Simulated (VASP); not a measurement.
# La (P6/mmm) in VASP: further runs, part 3 of 3

VASP 6.6.1.

### Step 6. Relaxation of shape and atoms at fixed volume, PBE

This run uses another cell than the first one, of 22.17 Å³/atom, 0.667 times its volume.

The input, INCAR:

```
  PREC = Accurate
  ENCUT = 600
  EDIFF = 1E-7
  ISMEAR = -1
  SIGMA = 0.08
  LREAL = F
  LASPH = T
  NELM = 100
  ALGO = Normal
  ISIF = 4
  LWAVE = F
  LCHARG = F
  GGA = PE
  IBRION = 2
  NSW = 50
  EDIFFG = -0.005
```

The input, KPOINTS:

```
regular mesh
0
Gamma
  12 12 11
```

The input, POSCAR:

```
La
1.0
    2.9509194379      0.0000000000      0.0000000000
   -1.4754597190      2.5555711977      0.0000000000
    0.0000000000      0.0000000000      2.9396240225
La
1
Direct
    0.0000000000      0.0000000000      0.0000000000
```

Potentials or basis: VASP PAW PBE potentials, release 64 (La).

The run is started by

```bash
> cat potpaw_PBE.64/La/POTCAR > POTCAR
> mpirun -np 1 vasp_std > vasp.out
```

OUTCAR:

```text
PREC = Accurate
   ENCUT = 600
   EDIFF = 1E-7
   ISMEAR = -1
   LREAL = F
   LASPH = T
   NELM = 100
   ISIF = 4
   GGA = PE
   IBRION = 2
   NSW = 50
   EDIFFG = -0.005

 ion  position               nearest neighbor table
   1  0.000  0.000  0.000-

  LATTYP: Found a hexagonal cell.
 ALAT       =     2.9509194379
 C/A-ratio  =     0.9961722386

  Lattice vectors:

 A1 = (   2.9509194379,   0.0000000000,   0.0000000000)
 A2 = (  -1.4754597190,   2.5555711977,   0.0000000000)
 A3 = (   0.0000000000,   0.0000000000,   2.9396240225)

Analysis of symmetry for initial positions (statically):
=====================================================================
 Subroutine PRICEL returns:
 Original cell was already a primitive cell.

 Routine SETGRP: Setting up the symmetry group for a
 hexagonal supercell.

 Subroutine GETGRP returns: Found 24 space group operations
 (whereof 24 operations were pure point group operations)
 out of a pool of 24 trial point group operations.

The static configuration has the point symmetry D_6h.

Analysis of symmetry for dynamics (positions and initial velocities):
=====================================================================
 Subroutine PRICEL returns:
 Original cell was already a primitive cell.

 Routine SETGRP: Setting up the symmetry group for a
 hexagonal supercell.

 Subroutine GETGRP returns: Found 24 space group operations
 (whereof 24 operations were pure point group operations)
 out of a pool of 24 trial point group operations.

The dynamic configuration has the point symmetry D_6h.

 Subroutine INISYM returns: Found 24 space group operations
 (whereof 24 operations are pure point group operations),
 and found     1 'primitive' translations

----------------------------------------------------------------------------------------

                                     Primitive cell

  volume of cell :      22.1685

  direct lattice vectors                    reciprocal lattice vectors
     2.950919438  0.000000000  0.000000000     0.338877432  0.195650976  0.000000000
    -1.475459719  2.555571198  0.000000000     0.000000000  0.391301953  0.000000000
     0.000000000  0.000000000  2.939624022     0.000000000  0.000000000  0.340179558

  length of vectors
     2.950919438  2.950919438  2.939624022     0.391301953  0.391301953  0.340179558

  position of ions in fractional coordinates (direct lattice)
     0.000000000  0.000000000  0.000000000

  ion indices of the primitive-cell ions
   primitive index   ion index
                 1           1

----------------------------------------------------------------------------------------

 KPOINTS: regular mesh

Automatic generation of k-mesh.
 Grid dimensions read from file:
 generate k-points for:   12   12   11

 Generating k-lattice:

  Cartesian coordinates                     Fractional coordinates (reciprocal lattice)
     0.028239786  0.016304248  0.000000000     0.083333333 -0.000000000  0.000000000
     0.000000000  0.032608496  0.000000000     0.000000000  0.083333333  0.000000000
     0.000000000  0.000000000  0.030925414     0.000000000  0.000000000  0.090909091

  Length of vectors
     0.032608496  0.032608496  0.030925414

[... 42 lines left out ...]
   NGXF,Y,Z  is equivalent  to a cutoff of  27.04, 27.04, 27.15 a.u.
 SYSTEM =  unknown system
   PREC   = accura    normal or accurate (medium, high low for compatibility)
   ISTART =      0    job   : 0-new  1-cont  2-samecut
   ICHARG =      2    charge: 1-file 2-atom 10-const
   ISPIN  =      1    spin polarized calculation?
   LNONCOLLINEAR =      F non collinear calculations
   LSORBIT =      F    spin-orbit coupling
   LASPH  =      T    aspherical Exc in radial PAW
   ENCUT  =  600.0 eV  44.10 Ry    6.64 a.u.   5.89  5.89  5.87*2*pi/ulx,y,z
   NELM   =    100;   NELMIN=  2; NELMDL= -5     # of ELM steps
   EDIFF  = 0.1E-06   stopping-criterion for ELM
   LREAL  =      F    real-space projection
   EDIFFG = -.5E-02   stopping-criterion for IOM
   NSW    =     50    number of steps for IOM
   IBRION =      2    ionic relax: 0-MD 1-quasi-New 2-CG
   NFREE  =      1    steps in history (QN), initial steepest desc. (CG)
   ISIF   =      4    stress and relaxation
   ISYM   =      2    0-nonsym 1-usesym 2-fastsym
   POTIM  = 0.5000    time-step for ionic-motion
   TEBEG  =    0.0;   TEEND  =   0.0 temperature during run
   PSTRESS=    0.0 pullay stress
   NELECT =      11.0000    total number of electrons
   NUPDOWN=      -1.0000    fix difference up-down
   EMIN   =  10.00;   EMAX   =-10.00  energy-range for DOS
   EFERMI =   0.00;   METHOD = LEGACY
   ISMEAR =    -1;   SIGMA  =   0.08  broadening in eV -4-tet -1-fermi 0-gaus
   EFERMI_NEDOS =   21; number of points for ismear=-14 and -15
   IALGO  =     38    algorithm
   IMIX   =      4    mixing-type and parameters
     AMIX     =   0.40;   BMIX     =  1.00
     AMIX_MAG =   1.60;   BMIX_MAG =  1.00
  volume/ion in A,a.u.               =      22.17       149.60
  Fermi-wavevector in a.u.,A,eV,Ry     =   1.296065  2.449207 22.854845  1.679784
  Thomas-Fermi vector in A             =   2.427545
   LORBIT       =      0    0 simple, 1 ext, 2 COOP (PROOUT), +10 PAW based schemes
   GGA     = PE    functional components
   LHFCALC =     F    Hartree Fock is set to
   AEXX    =    0.0000 exact exchange contribution
   IVDW    =     0    specifies the selected vdW correction
   LEPSILON=     F    determine dielectric tensor
   LRPA    =     F    only Hartree local field effects (RPA)
 conjugate gradient relaxation of ions
 non-spin polarized calculation
  energy-cutoff  :      600.00
  volume of cell :       22.17
 maximum number of plane-waves:       761
 NGX is ok and might be reduce to    24
   NGX = 11   NGY = 11   NGZ = 11

--------------------------------------- Ionic step        1  -------------------------------------------

 number of electron      11.0000001 magnetization

 Free energy of the ion-electron system (eV)
  ---------------------------------------------------
  ext. energy  EPLUGINS =         0.00000000
  ---------------------------------------------------
  free energy    TOTEN  =        -3.69045928 eV

  energy without entropy =       -3.66560250  energy(sigma->0) =       -3.67803089

------------------------ aborting loop because EDIFF is reached ----------------------------------------

  FORCE on cell =-STRESS in cart. coord.  units (eV):
  Direction    XX          YY          ZZ          XY          YZ          ZX
  --------------------------------------------------------------------------------------
  -------------------------------------------------------------------------------------
  Total        4.7562613      4.7562613      2.9819405     -0.0000000      0.0000000      0.0000000
  in kB      343.7471952    343.7471952    215.5124825     -0.0000000      0.0000000      0.0000000
  external PRESSURE =     301.0022910 kB  Pullay stress =       0.0000000 kB
[... 162 lines left out ...]
--------------------------------------- Ionic step        6  -------------------------------------------

 number of electron      11.0000000 magnetization

 Free energy of the ion-electron system (eV)
  ---------------------------------------------------
  ext. energy  EPLUGINS =         0.00000000
  ---------------------------------------------------
  free energy    TOTEN  =        -3.72600160 eV

  energy without entropy =       -3.69973132  energy(sigma->0) =       -3.71286646

 E-fermi :  13.9444     XC(G=0): -11.8382

 val. band max:       13.9444013974   @ k =   0.0833   0.0833   0.0909
 cond. band min:      13.9538673206   @ k =   0.3333   0.0000   0.1818
 fundamental gap:      0.0094659233
 Fermi energy:        13.9444484535

 k-point     1 :       0.0000    0.0000    0.0000
  band No.  band energies     occupation
      1     -19.4281      2.00000
      2       0.1519      2.00000
      3       0.1519      2.00000
      4       0.1573      2.00000
      5      11.8718      2.00000
      6      12.5116      2.00000
      7      15.2466      0.00000
      8      15.8985      0.00000
      9      15.8985      0.00000
[... 265 lines left out ...]
 k-point    24 :       0.3333    0.0000    0.0909
  band No.  band energies     occupation
      1     -18.4783      2.00000
      2      -3.9948      2.00000
      3      -0.8200      2.00000
      4       0.1938      2.00000
      5      11.6122      2.00000
      6      14.1465      0.14823
      7      16.0026      0.00000
      8      16.6765      0.00000
      9      17.1297      0.00000

 [... further k-points ...]

------------------------ aborting loop because EDIFF is reached ----------------------------------------

  FORCE on cell =-STRESS in cart. coord.  units (eV):
  Direction    XX          YY          ZZ          XY          YZ          ZX
  --------------------------------------------------------------------------------------
  -------------------------------------------------------------------------------------
  Total        4.1634568      4.1634568      4.1628898     -0.0000000     -0.0000000      0.0000000
  in kB      300.9036945    300.9036945    300.8627121     -0.0000000     -0.0000000      0.0000000
  external PRESSURE =     300.8900337 kB  Pullay stress =       0.0000000 kB
[... 16 lines left out ...]
  FREE ENERGIE OF THE ION-ELECTRON SYSTEM (eV)
  ---------------------------------------------------
  free  energy   TOTEN  =        -3.7260016004 eV

  energy  without entropy=       -3.6997313229  energy(sigma->0) =       -3.71286646

 reached required accuracy - stopping structural energy minimisation
```

Run time: 1.8 min. Hardware: 1 thread of Intel Xeon 8259CL, shared host; peak memory 0.18 GiB.

What came out:

```
Free energy               : -3.7260 eV
Energy gained by relaxing : 35.5 meV/atom
Ionic steps               : 6
Pressure after relaxing   : 30.1 GPa
```

Step by step:
```
step  energy change (eV)  largest force (eV/Å)  pressure (GPa)  volume (Å³)
   1              0.0000                0.0000           30.10        22.17
   2             -0.0285                0.0000           30.07        22.17
   3             -0.0355                0.0000           30.11        22.17
   4             -0.0355                0.0000           30.09        22.17
   5             -0.0355                0.0000           30.09        22.17
   6             -0.0355                0.0000           30.09        22.17
```

Final structure:
```yaml
crystal:
  lattice:
    - [3.01298, 0.00000, 0.00000]
    - [-1.50649, 2.60931, 0.00000]
    - [0.00000, 0.00000, 2.81978]
  atoms:
    - { symbol: La, position: [0.00000, 0.00000, 0.00000] }
```

Levels at points of the mesh, in eV from the Fermi level:
| k point | band 4 | band 5 | band 6 | band 7 | band 8 | band 9 |
| --- | --- | --- | --- | --- | --- | --- |
| (0.00, 0.00, 0.00) | -13.79 | -2.07 | -1.43 | 1.30 | 1.95 | 1.95 |
| (0.50, 0.00, 0.00) | -12.93 | -2.99 | 0.74 | 1.56 | 2.69 | 3.27 |

Caveat: spin-orbit coupling is left out, which moves the levels of the heavy elements.

### Step 7. Overview

| task | cell | cutoff (eV) | gap on the mesh (eV) | pressure (GPa) |
| --- | --- | --- | --- | --- |
| single point | a = 3.388, b = 3.388, c = 3.346 Å, angles 90.0, 90.0, 120.0°, 1 atom | 520 | none | 3.1 |
| single point | a = 3.499, b = 3.499, c = 3.485 Å, angles 90.0, 90.0, 120.0°, 1 atom | 520 | none | 0.0 |
| relaxation of shape and atoms at fixed volume | relaxed from a = 2.578, b = 2.578, c = 2.568 Å, angles 90.0, 90.0, 120.0°, 1 atom | 600 | none | 168.1 |
| relaxation of shape and atoms at fixed volume | relaxed from a = 2.777, b = 2.777, c = 2.766 Å, angles 90.0, 90.0, 120.0°, 1 atom | 600 | none | 66.4 |
| relaxation of shape and atoms at fixed volume | relaxed from a = 2.951, b = 2.951, c = 2.940 Å, angles 90.0, 90.0, 120.0°, 1 atom | 600 | none | 30.1 |

Alike in all rows: level PBE; potentials or basis VASP PAW PBE potentials, release 64 (La); no spin polarisation; k mesh 12 × 12 × 11; smearing fermi-dirac 0.08 eV.

Caveats: spin-orbit coupling is left out, which moves the levels of the heavy elements.

Total energies depend on the potentials used, so only differences within one code and one set of settings carry meaning.
